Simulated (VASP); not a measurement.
Write the native input for VASP 6.6.1 that does the following.

```yaml
Task: single point
Functional: PBEsol
Potentials_or_basis: VASP PAW PBE potentials, release 64 (Sn_d, As)
Cutoff: 520 eV
k_mesh: 7 × 7 × 7
Occupations: gaussian, width 0.1 eV
Spin: no spin polarisation
Dipole_correction: no
Further_INCAR_settings: ALGO = Normal; EDIFF = 1e-06; NBANDS = 16
```

The structure of SnAs lies in POSCAR:

```
SnAs
1.0
    0.0000000000      2.8405000000      2.8405000000
    2.8405000000      0.0000000000      2.8405000000
    2.8405000000      2.8405000000      0.0000000000
Sn As
1 1
Direct
    0.0000000000      0.0000000000      0.0000000000
    0.5000000000      0.5000000000      0.5000000000
```

These files were run (other wordings do the same):

INCAR

```
SYSTEM = SnAs
  PREC = Accurate
  ENCUT = 520
  EDIFF = 1E-6
  ISMEAR = 0
  SIGMA = 0.1
  LREAL = .FALSE.
  LASPH = .TRUE.
  NELM = 60
  ALGO = Normal
  ISIF = 2
  LWAVE = .FALSE.
  LCHARG = .FALSE.
  GGA = PS
  NBANDS = 16
```

KPOINTS

```
regular mesh
0
G
  7 7 7
  0 0 0
```

Potentials or basis: VASP PAW PBE potentials, release 64 (Sn_d, As).

The run is started by

```bash
$ cat potpaw_PBE.64/Sn_d/POTCAR potpaw_PBE.64/As/POTCAR > POTCAR
$ mpirun -np 1 vasp_std > vasp.out
```

It gave:

```
Pressure : 1.4 GPa
```

Caveat: the PAW data sets were made with another functional, which shifts forces and pressure a little.

It took 12 s on 1 thread of Intel(R) Xeon(R) Platinum 8375C CPU @ 2.90GHz (Ice Lake), on a shared host, peak memory 0.17 GiB.
